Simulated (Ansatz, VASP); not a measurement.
**Bi2Se3 in VASP and in Ansatz**

```
CELL_PARAMETERS angstrom
7.91989 0.00000 0.00000
-3.95994 6.85882 0.00000
0.00000 0.00000 3.19080
ATOMIC_POSITIONS crystal
Bi 0.33333 0.66667 0.50000
Bi 0.66667 0.33333 0.50000
Se 0.28618 0.00000 0.50000
Se 0.00000 0.28618 0.50000
Se 0.71382 0.71382 0.50000
```

Alike in both runs: functional PBE; k mesh 6 × 6 × 4; occupations gaussian, width 0.1 eV; no spin polarisation.

Ansatz relaxed the structure, and its values are those at the end. VASP's run is a single point on that final structure, the one shown.

|  | VASP | Ansatz |
| --- | --- | --- |
| version | VASP 6.6.1 | Ansatz 0.2.0 |
| potentials or method | VASP PAW PBE potentials, release 64 (Bi_d, Se), cutoff 520 eV | scalar-relativistic, plane waves, PAW |
| valence electrons in the cell | 48 | 78 |

Ansatz gave:

```
gap on the k mesh at the Fermi level (eV) : none
pressure (GPa)                            : 0.2
rms of the force components (eV/Å)        : 0.006
```

Question: What did VASP give for the same quantities?

Answer: gap on the k mesh at the Fermi level (eV): none; pressure (GPa): 0.2; rms of the force components (eV/Å): 0.004.

A gap of «none» marks a metal or a gap that the smearing closes. VASP's potentials hold 48 valence electrons a cell and Ansatz's 78, so a difference there can come from the potentials and not from the codes.

The k mesh is coarse, so the values compare programs but aren't converged. Spin-orbit coupling is off throughout.
